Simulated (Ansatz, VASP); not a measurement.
**Two plane-wave programs on LiF**

```
Li F
1.0
     3.06194    0.00000    0.00000
    -1.53097    2.65172    0.00000
     0.00000    0.00000    5.10885
Li F
2 2
Direct
  0.33333 0.66667 0.38107
  0.66667 0.33333 0.88107
  0.33333 0.66667 0.99393
  0.66667 0.33333 0.49393
```

Alike in both runs: task single point; functional PBE; k mesh 9 × 9 × 6; occupations gaussian, width 0.05 eV; no spin polarisation.

|  | VASP | Ansatz |
| --- | --- | --- |
| version | VASP 6.6.1 | Ansatz 0.2.0 |
| potentials or method | VASP PAW PBE potentials, release 64 (Li_sv, F), cutoff 520 eV | scalar-relativistic, plane waves, PAW |
| valence electrons in the cell | 20 | 20 |

```csv
,VASP,Ansatz,Ansatz less VASP
gap on the k mesh at the Fermi level (eV),7.64,7.65,+0.012
least direct gap on the mesh (eV),7.64,7.65,+0.012
rms of the force components (eV/Å),0.093,0.088,-0.0054
```

Atom by atom the forces differ by 0.005 eV/Å (rms over components). The functional is the same, so the differences come from potentials, cutoffs and numerics.

Noted on VASP's run: the cutoff is short for stress, so the pressure is rough.
